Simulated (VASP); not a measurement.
# SiO2 in VASP: a series of runs, part 2 of 2

VASP 6.6.1. Earlier steps stand in the parts before.

## Step 4: Single point, PBE

Input file INCAR:

```
SYSTEM = SiO2
ALGO = Normal ; EDIFF = 1E-7
ENCUT = 520 ; GGA = PE
ISIF = 2 ; ISMEAR = -1
ISYM = 0 ; LASPH = .True.
LCHARG = .False. ; LREAL = Auto
LWAVE = .False. ; NBANDS = 63
NELM = 80 ; PREC = Accurate
SIGMA = 0.1172
```

Input file KPOINTS:

```
k-points
0
Gamma
  1 1 1
  0 0 0
```

Input file POSCAR:

```
SiO2
1.0
    6.3454790000     -0.1693150000      0.1582820000
   -0.1693150000      6.4741830000     -0.2622240000
    0.1582820000     -0.2622240000      6.3280080000
Si O
6 12
Direct
    0.4004925187      0.5675667752      1.0300078434
    0.1051729406      0.2072721624      0.9031955636
    0.1974368608      0.9038943998      0.3028545640
    0.7132952757      0.3460712097      0.1952329033
    0.8315235525      0.1241962148      0.5564311893
    0.4033540135      0.8930330107      0.7360815612
    0.1744296931      0.6708997514      0.1630598343
    0.7008101104      0.2898796576      0.4244016091
    0.3249442418      0.7967467836      0.5160303691
    0.3189457612      0.1117053547      0.2209775101
    0.8975594610      0.2438458992      1.0536514398
    0.3031990964      0.3711580802      0.8932293697
    0.9528067543      0.9299758935      0.4333380805
    0.6169591138      0.0673844342      0.7174542594
    0.6282564360      0.5511787930      0.1314224986
    0.1837221273      0.9695693178      0.8602350754
    0.4848918082      0.7163829295      0.8699383996
   -0.0142789741      0.2822720235      0.6983852744
```

Potentials or basis: VASP PAW PBE potentials, release 64 (Si, O).

Launch:

```sh
$ cat potpaw_PBE.64/Si/POTCAR potpaw_PBE.64/O/POTCAR > POTCAR
$ mpirun -np 1 vasp_gam > vasp.out
```

OUTCAR:

```text
SYSTEM = SiO2
   EDIFF = 1E-7
   ENCUT = 520
   GGA = PE
   ISIF = 2
   ISMEAR = -1
   ISYM = 0
   LASPH = .True.
   LREAL = Auto
   NELM = 80
   PREC = Accurate

 ion  position               nearest neighbor table
   1  0.400  0.568  0.030-  17 1.52  12 1.59  15 1.62   7 1.76   4 2.81   6 2.93   3 2.98   2 3.00

   2  0.105  0.207  0.903-  11 1.60  12 1.60  16 1.64  18 1.66   5 2.87   6 2.95   1 3.00
   3  0.197  0.904  0.303-  10 1.63   7 1.69  13 1.73   9 1.81   1 2.98   5 3.10   6 3.11
   4  0.713  0.346  0.195-   8 1.52  15 1.55  11 1.58   1 2.81   5 2.95
   5  0.832  0.124  0.556-  18 1.63  13 1.63   8 1.69  14 1.70   2 2.87   4 2.95   3 3.10
   6  0.403  0.893  0.736-   9 1.57  17 1.60  16 1.65  14 1.72   1 2.93   2 2.95   3 3.11
   7  0.174  0.671  0.163-   3 1.69   1 1.76
   8  0.701  0.290  0.424-   4 1.52   5 1.69
   9  0.325  0.797  0.516-   6 1.57   3 1.81
  10  0.319  0.112  0.221-   3 1.63
  11  0.898  0.244  0.054-   4 1.58   2 1.60
  12  0.303  0.371  0.893-   1 1.59   2 1.60
  13  0.953  0.930  0.433-   5 1.63   3 1.73
  14  0.617  0.067  0.717-   5 1.70   6 1.72
  15  0.628  0.551  0.131-   4 1.55   1 1.62
  16  0.184  0.970  0.860-   2 1.64   6 1.65
  17  0.485  0.716  0.870-   1 1.52   6 1.60
  18  0.986  0.282  0.698-   5 1.63   2 1.66
[... 164 lines left out ...]
      2     -19.3136      2.00000
      3     -18.8627      2.00000
      4     -18.5967      2.00000
      5     -17.8713      2.00000
      6     -17.7401      2.00000
[... 52 lines left out ...]
     59       9.8461      0.00000
     60      10.1151      0.00000
 [bands above 60 left out]

------------------------ aborting loop because EDIFF is reached ----------------------------------------

  FORCE on cell =-STRESS in cart. coord.  units (eV):
  Direction    XX          YY          ZZ          XY          YZ          ZX
  --------------------------------------------------------------------------------------
  -------------------------------------------------------------------------------------
  Total       -9.0878029      3.2008464     19.6540155     -0.8056124     -4.5708165      6.8808174
  in kB      -56.1738810     19.7851964    121.4861651     -4.9796826    -28.2533088     42.5319759
  external PRESSURE =      28.3658268 kB  Pullay stress =       0.0000000 kB

 VOLUME and BASIS-vectors are now :
 -----------------------------------------------------------------------------
  energy-cutoff  :      520.00
  volume of cell :      259.20
      direct lattice vectors                 reciprocal lattice vectors
     6.345479000 -0.169315000  0.158282000     0.157792882  0.003973461 -0.003782207
    -0.169315000  6.474183000 -0.262224000     0.003973461  0.154819381  0.006316116
     0.158282000 -0.262224000  6.328008000    -0.003782207  0.006316116  0.158383948

 POSITION                                       TOTAL-FORCE (eV/Angst)
 -----------------------------------------------------------------------------------
      2.44997      3.59885      0.10445        -4.623187      0.352306      1.709555
      0.77524      1.08727      5.67772         0.844202     -0.521655     -1.528576
      1.14772      5.73913      1.71069         1.077416     -0.955595      2.607418
      4.49851      2.06856      1.25759         1.372369     -1.408864     -1.211839
      5.34346      0.51737      3.62015        -1.879499      0.190813      1.759723
      2.52478      5.52035      4.48760         1.494547      1.430400     -0.128987
[... 10 lines left out ...]
      3.09327      4.32778      5.39387         1.352402      3.003525     -2.910859
      6.31762      1.47745      4.50139         0.074290     -1.048054     -1.559717
 -----------------------------------------------------------------------------------
    total drift:                               -0.000923      0.001224      0.016171

  FREE ENERGIE OF THE ION-ELECTRON SYSTEM (eV)
  ---------------------------------------------------
  free  energy   TOTEN  =      -134.6260084733 eV

  energy  without entropy=     -134.6259170762  energy(sigma->0) =     -134.62596277
```

OSZICAR:

```text
N       E                     dE             d eps       ncg     rms          rms(c)
DAV:   1     0.899069784252E+03    0.89907E+03   -0.56639E+04   126   0.148E+03
DAV:   2    -0.820795781847E+02   -0.98115E+03   -0.94550E+03   173   0.356E+02
DAV:   3    -0.153667528068E+03   -0.71588E+02   -0.71094E+02   156   0.105E+02
DAV:   4    -0.154938523550E+03   -0.12710E+01   -0.12670E+01   156   0.154E+01
DAV:   5    -0.154961707880E+03   -0.23184E-01   -0.23165E-01   148   0.204E+00    0.349E+01
DAV:   6    -0.134880879333E+03    0.20081E+02   -0.78473E+01   148   0.346E+01    0.169E+01
DAV:   7    -0.134711545610E+03    0.16933E+00   -0.26776E+00   148   0.734E+00    0.626E+00
DAV:   8    -0.134622899203E+03    0.88646E-01   -0.24677E-01   156   0.284E+00    0.274E+00
DAV:   9    -0.134621754185E+03    0.11450E-02   -0.86587E-02   156   0.165E+00    0.442E-01
DAV:  10    -0.134624686631E+03   -0.29324E-02   -0.12167E-02   156   0.605E-01    0.309E-01
DAV:  11    -0.134625772019E+03   -0.10854E-02   -0.28401E-03   148   0.275E-01    0.150E-01
DAV:  12    -0.134625950141E+03   -0.17812E-03   -0.42399E-04   156   0.127E-01    0.534E-02
DAV:  13    -0.134626008772E+03   -0.58632E-04   -0.19215E-04   140   0.688E-02    0.239E-02
DAV:  14    -0.134626008330E+03    0.44249E-06   -0.21336E-05   156   0.309E-02    0.118E-02
DAV:  15    -0.134626008666E+03   -0.33648E-06   -0.85021E-06   148   0.139E-02    0.684E-03
DAV:  16    -0.134626008514E+03    0.15226E-06   -0.10830E-06   148   0.666E-03    0.244E-03
DAV:  17    -0.134626008473E+03    0.40878E-07   -0.60207E-07   148   0.414E-03
   1 F= -.13462601E+03 E0= -.13462596E+03  d E =-.913971E-04
```

It took 17 s on 1 thread of Intel Xeon 6975P-C (Granite Rapids), shared host; peak memory 0.28 GiB.

What came out:

| Quantity | Value |
| --- | --- |
| Free energy | -134.6260 eV |
| Pressure | 2.8 GPa |
| Largest force | 4.942 eV/Å |
| Band gap on the k mesh | 2.59 eV |

Forces in eV/Å, atoms in the order of the input:
```
Si  -4.623  0.352  1.710
Si   0.844 -0.522 -1.529
Si   1.077 -0.956  2.607
Si   1.372 -1.409 -1.212
Si  -1.879  0.191  1.760
Si   1.495  1.430 -0.129
O    2.235  0.044 -0.511
O    0.603 -0.727  1.615
O   -0.561  0.843 -3.117
O   -0.629 -0.955  0.673
O   -0.950 -0.087  2.270
O    0.672 -0.447  1.019
O    0.155  0.843 -1.087
O   -0.252 -1.511 -0.561
O   -0.374 -0.482  1.092
O   -0.613  1.435 -0.130
O    1.352  3.004 -2.911
O    0.074 -1.048 -1.560
```

Caveat: the k points lie up to 1.00 Å⁻¹ apart.

## Step 5: Single point, PBE

Input file INCAR:

```
ALGO     = Normal         # electronic algorithm
EDIFF    = 1E-6           # SCF threshold, eV
ENCUT    = 520            # plane-wave cutoff, eV
GGA      = PE             # functional
ISIF     = 2              # what is computed and relaxed
ISMEAR   = -1             # smearing method
ISYM     = 0            
LASPH    = True           # aspherical terms in the spheres
LCHARG   = True           # write CHGCAR
LELF     = True           # ELF
LREAL    = Auto         
LVHAR    = True         
LWAVE    = False          # write WAVECAR
NBANDS   = 63             # bands
NELM     = 80             # most SCF steps
PREC     = Accurate       # precision mode
SIGMA    = 0.1172         # smearing width, eV
```

Input file KPOINTS:

```
k-points
0
Gamma
  1 1 1
```

Input file POSCAR:

```
SiO2
1.0
    6.3454790000     -0.1693150000      0.1582820000
   -0.1693150000      6.4741830000     -0.2622240000
    0.1582820000     -0.2622240000      6.3280080000
Si O
6 12
Direct
    0.3760779264      0.5555992916      1.0291233991
    0.0506705202      0.2118948173      0.9019866402
    0.2368328254      0.9241935834      0.3145785159
    0.6443063301      0.2703227258      0.1880150929
    0.8254122140      0.1634661657      0.5382886456
    0.4416244484      0.8982149926      0.7307439130
    0.2347350301      0.7373674037      0.1299589223
    0.6506696511      0.3051822550      0.4478104038
    0.3595204577      0.8360399390      0.4982852613
    0.4528908919      0.0867069390      0.1801603544
    0.8327814849      0.1429908183      1.0422857091
    0.2118828187      0.3599096701      1.0230609249
    1.0400670872      1.0644068140      0.4135225672
    0.6949015796     -0.0433921038      0.6556505834
    0.5930871069      0.5219362774      0.1513302772
    0.2154172015      1.0244577455      0.7969619732
    0.4656059304      0.6655272845      0.8012667160
   -0.0883359529      0.3427037035      0.7308526044
```

Launch:

```sh
$ cat potpaw_PBE.64/Si/POTCAR potpaw_PBE.64/O/POTCAR > POTCAR
$ mpirun -np 1 vasp_gam > vasp.out
```

Run time: 17 s. Hardware: 1 thread of Intel Xeon 6975P-C (Granite Rapids), shared host; peak memory 0.28 GiB.

Results (log left out):

| Item | Value |
| --- | --- |
| Free energy | -135.3755 eV |
| Pressure | -2.0 GPa |
| Largest force | 3.691 eV/Å |
| Band gap on the k mesh | 3.62 eV |

Forces on the atoms (eV/Å):
```
Si   1.771  2.306 -2.023
Si  -1.350 -1.352 -2.531
Si   3.070  2.009 -0.403
Si  -1.931 -0.555 -0.109
Si  -0.095 -0.842  3.159
Si  -0.291 -0.503 -0.914
O   -2.062  1.319  1.272
O    2.098 -0.666 -0.592
O   -0.884 -0.360 -2.303
O   -1.774 -0.710  0.180
O    0.384  1.087  1.493
O    1.113  1.383  0.877
O   -0.508 -0.254 -1.084
O    0.291  2.498 -0.177
O   -0.358 -2.551 -0.847
O   -0.641  1.215  1.703
O   -0.855 -1.438  2.661
O    2.021 -2.584 -0.360
```

Stress tensor (GPa, compression positive):
```
-9.50  3.22 11.02
 3.22 -4.71  0.94
11.02  0.94  8.23
```

Levels at points of the mesh, in eV from the valence-band top:
| k point | band 46 | band 47 | band 48 | band 49 | band 50 | band 51 |
| --- | --- | --- | --- | --- | --- | --- |
| (0.00, 0.00, 0.00) | -0.50 | -0.44 | 0.00 | 3.62 | 5.79 | 6.32 |

Caveat: the k points lie up to 1.00 Å⁻¹ apart.

## Step 6: Single point, PBE

This run uses another cell than the first one, of 15.64 Å³/atom, 1.086 times its volume.

Input file INCAR:

```
  PREC = Accurate
  ENCUT = 520
  EDIFF = 1E-6
  ISMEAR = 0
  SIGMA = 0.1
  LREAL = Auto
  LASPH = T
  NELM = 80
  ALGO = Normal
  ISIF = 2
  LWAVE = F
  LCHARG = F
  GGA = PE
  ISYM = 0
  NBANDS = 63
```

Input file KPOINTS:

```
Automatic mesh
0
Gamma
  1 1 1
  0.25 0.25 0.25
```

Input file POSCAR:

```
SiO2
1.0
    6.0460726190     -0.0654365891      0.5751860056
   -0.0756842807      6.6033843729      0.0008732872
    0.5508494497      0.0336294232      7.1026112021
Si O
6 12
Direct
    0.3530891295      0.5899860972      1.0096899263
    0.0615999485      0.2525936185      0.8454464995
    0.2688294551      0.9143245735      0.3211633684
    0.6474399225      0.2517649890      0.1610716511
    0.8581494736      0.1753007213      0.4987731507
    0.4295081262      0.9227210395      0.7016767163
    0.2315904356      0.7229880105      0.1875359480
    0.7472920692      0.3173071159      0.3528631345
    0.3365455781      0.8292372690      0.5181173051
    0.4634909890      0.0682183906      0.2125000579
    0.8463316911      0.1710223199     -0.0025501367
    0.1637260876      0.4549086212     -0.0706571609
    0.0331343833      0.0294664394      0.3681709884
    0.6650538768      0.0413972718      0.6316695533
    0.5377746160      0.4483174862      0.0806519482
    0.2468560021      0.0758981969      0.8158199333
    0.4770968027      0.7396525146      0.8405511344
    0.9866667271      0.3095193916      0.6411863773
```

Potentials or basis: VASP PAW PBE potentials, release 64 (Si, O).

Launch:

```sh
$ cat potpaw_PBE.64/Si/POTCAR potpaw_PBE.64/O/POTCAR > POTCAR
$ mpirun -np 1 vasp_std > vasp.out
```

Run time: 22 s. Hardware: 1 thread of Intel Xeon 6975P-C (Granite Rapids), shared host; peak memory 0.3 GiB.

Results (log left out):

* Free energy: -142.1045 eV
* Pressure: 0.2 GPa
* Largest force: 0.043 eV/Å
* Band gap on the k mesh: 6.61 eV

Forces in eV/Å, atoms in the order of the input:
```
Si   0.002 -0.007 -0.002
Si   0.010  0.011  0.016
Si  -0.020 -0.021 -0.031
Si  -0.016  0.011 -0.018
Si  -0.003  0.014  0.000
Si   0.025 -0.015  0.032
O    0.007  0.007 -0.002
O   -0.007  0.000  0.000
O   -0.001  0.005  0.001
O   -0.002  0.000  0.013
O    0.003  0.004  0.000
O    0.010 -0.008  0.000
O    0.007  0.004  0.011
O   -0.005  0.005 -0.006
O   -0.009 -0.011 -0.003
O    0.001 -0.001 -0.013
O   -0.007  0.000  0.003
O    0.005  0.002  0.000
```

Stress tensor (GPa, compression positive):
```
0.09 0.05 0.06
0.05 0.05 0.12
0.06 0.12 0.34
```

Levels at points of the mesh, in eV from the valence-band top:
| k point | band 46 | band 47 | band 48 | band 49 | band 50 | band 51 |
| --- | --- | --- | --- | --- | --- | --- |
| (0.25, 0.25, 0.25) | -0.23 | -0.15 | 0.00 | 6.61 | 8.25 | 8.56 |

Caveat: the k points lie up to 1.05 Å⁻¹ apart.

## Step 7: Summary

```csv
cell,k mesh,smearing,gap on the mesh (eV),pressure (GPa),largest force (eV/Å)
"a = 6.350, b = 6.482, c = 6.335 Å, angles 94.7, 87.1, 93.1°, 18 atoms",1 × 1 × 1,fermi-dirac 0.2111 eV,2.67,6.6,9.30
"a = 6.350, b = 6.482, c = 6.335 Å, angles 94.7, 87.1, 93.1°, 18 atoms",1 × 1 × 1,fermi-dirac 0.1172 eV,3.62,-2.0,3.69
"a = 6.074, b = 6.604, c = 7.124 Å, angles 89.8, 80.1, 91.3°, 18 atoms","1 × 1 × 1, shifted",gaussian 0.1 eV,6.61,0.2,0.04
```

Some of these runs hold the atoms at other places in the same cell, which the table doesn't show; runs alike in all that it shows share one row.

Alike in all rows: task single point; level PBE; potentials or basis VASP PAW PBE potentials, release 64 (Si, O); no spin polarisation; cutoff (eV) 520.

Caveats: all runs use coarse meshes.

Absolute energies hang on the potentials; compare differences alone.
